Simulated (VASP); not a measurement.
Here is a VASP 6.6.1 calculation.

Contents of INCAR:

```
PREC = Accurate ; ENCUT = 520
EDIFF = 1E-7 ; ISMEAR = 0
SIGMA = 0.15 ; LREAL = False
LASPH = True ; NELM = 80
ALGO = Normal ; ISIF = 2
LWAVE = False ; LCHARG = False
GGA = PE ; NBANDS = 34
```

File KPOINTS:

```
regular mesh
0
Gamma
  12 12 6
```

File POSCAR:

```
InSe2
1.0
    4.1983847344      0.0000000000      0.0000000000
    0.0000000000      4.1983847344      0.0000000000
    0.0000000000      0.0000000000     10.5111377570
In Se
2 4
Direct
    0.0000000000      0.5000000000      0.7035851637
    0.5000000000      0.0000000000      0.2964148363
    0.0000000000      0.5000000000      0.3657877574
    0.5000000000      0.0000000000      0.6342122426
    0.0000000000      0.0000000000      0.0000000000
    0.5000000000      0.5000000000      0.0000000000
```

Potentials or basis: VASP PAW PBE potentials, release 64 (In_d, Se).

Launch:

```console
$ cat potpaw_PBE.64/In_d/POTCAR potpaw_PBE.64/Se/POTCAR > POTCAR
$ mpirun -np 1 vasp_std > vasp.out
```

Task: What does it give for the pressure?

Result: -7.3 GPa.

Task: What does it give for the largest force?

Result: 0.363 eV/Å.

Task: Predict the band gap on the k mesh.

Result: Zero (band 25 reaches 3.04 eV, above the bottom of band 26 at 1.71 eV).

Forces in eV/Å, atoms in the order of the input:
```
In   0.000  0.000 -0.363
In   0.000  0.000  0.363
Se   0.000  0.000 -0.215
Se   0.000  0.000  0.215
Se   0.000  0.000  0.000
Se   0.000  0.000  0.000
```

Caveat: the cell differs from its parent crystal (strain +0.080 along x and y, +0.080 along z); spin-orbit coupling is left out, which moves the levels of the heavy elements.
